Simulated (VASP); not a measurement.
**Be4Se3: single point with PBE**

The system is Be4Se3.

```
Be Se
1.0
    -0.01089    0.01988    4.66853
     6.22711    0.00038   -0.01396
    -3.11329    5.39318    0.03000
Be Se
4 3
Direct
  0.77704 0.99973 0.00023
  0.22294 0.00021 0.99977
  0.49999 0.33335 0.66668
  0.50002 0.66664 0.33329
  0.50285 0.31693 0.99997
  0.49485 0.00003 0.31698
  0.50231 0.68312 0.68307
```

```yaml
Program: VASP 6.6.1
Task: single point
Functional: PBE
Potentials_or_basis: VASP PAW PBE potentials, release 64 (Be, Se)
Cutoff: 520 eV
k_mesh: 4 × 3 × 3
Occupations: gaussian, width 0.1 eV
Spin: no spin polarisation
Dipole_correction: no
Further_INCAR_settings: ALGO = Normal; EDIFF = 1e-06; NBANDS = 22
```

* Pressure: 0.1 GPa
* Largest force: 0.015 eV/Å
* Band gap on the k mesh: 0.79 eV (least direct gap 1.20 eV)

Forces in eV/Å, atoms in the order of the input:
```
Be   0.005 -0.002 -0.011
Be  -0.004  0.003  0.012
Be   0.001 -0.001  0.000
Be   0.002  0.001  0.000
Se  -0.014  0.000 -0.006
Se   0.005 -0.011  0.006
Se   0.005  0.010  0.000
```

Stress tensor (GPa, compression positive):
```
 0.20  0.00 -0.02
 0.00  0.19  0.01
-0.02  0.01  0.01
```

Levels at points of the mesh, in eV from the valence-band top:
```tsv
k point	band 10	band 11	band 12	band 13	band 14	band 15	band 16	band 17
(0.00, 0.00, 0.00)	-2.83	-2.67	-2.67	-1.80	1.98	2.15	2.17	2.97
(0.50, 0.00, 0.00)	-3.56	-2.59	-2.59	-0.89	1.09	2.17	2.18	2.48
```

It took 120 s on 1 thread of AMD EPYC 7R13 (shared host), peak memory 0.29 GiB.

A k mesh can miss the band edges.
